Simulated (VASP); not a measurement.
A run of VASP 6.6.1:

Contents of INCAR:

```
SYSTEM = PbS
PREC     = Accurate       ! precision mode
ENCUT    = 500            ! plane-wave cutoff, eV
EDIFF    = 1E-6           ! SCF threshold, eV
ISMEAR   = 0              ! smearing method
SIGMA    = 0.01           ! smearing width, eV
LREAL    = .FALSE.        ! projectors in reciprocal space
LASPH    = .TRUE.         ! aspherical terms in the spheres
NELM     = 120            ! most SCF steps
ALGO     = Normal         ! electronic algorithm
ISIF     = 2              ! what is computed and relaxed
LWAVE    = .FALSE.        ! write WAVECAR
LCHARG   = .TRUE.         ! write CHGCAR
GGA      = PS             ! functional
LELF     = .TRUE.         ! ELF
LVHAR    = .TRUE.       
NBANDS   = 17             ! bands
GGA_COMPAT= .FALSE.
```

File KPOINTS:

```
regular mesh
0
G
  6 6 6
  0 0 0
```

POSCAR

```
PbS
1.0
    0.0000000000      2.9458450378      2.9458450378
    2.9458450378      0.0000000000      2.9458450378
    2.9458450378      2.9458450378      0.0000000000
Pb S
1 1
Direct
    0.0000000000      0.0000000000      0.0000000000
    0.5000000000      0.5000000000      0.5000000000
```

Potentials or basis: VASP PAW PBE potentials, release 64 (Pb_d, S).

The run is started by

```sh
$ cat potpaw_PBE.64/Pb_d/POTCAR potpaw_PBE.64/S/POTCAR > POTCAR
$ mpirun -np 1 vasp_std > vasp.out
```

Hardware: 1 thread of AMD EPYC 7R13 (shared host).

Question: How long does it take, and how much memory?

Answer: Wall time 32 s on 1 thread of AMD EPYC 7R13, with other jobs on the host, peak memory 0.14 GiB. Counts: scf iterations 12, k points 16.
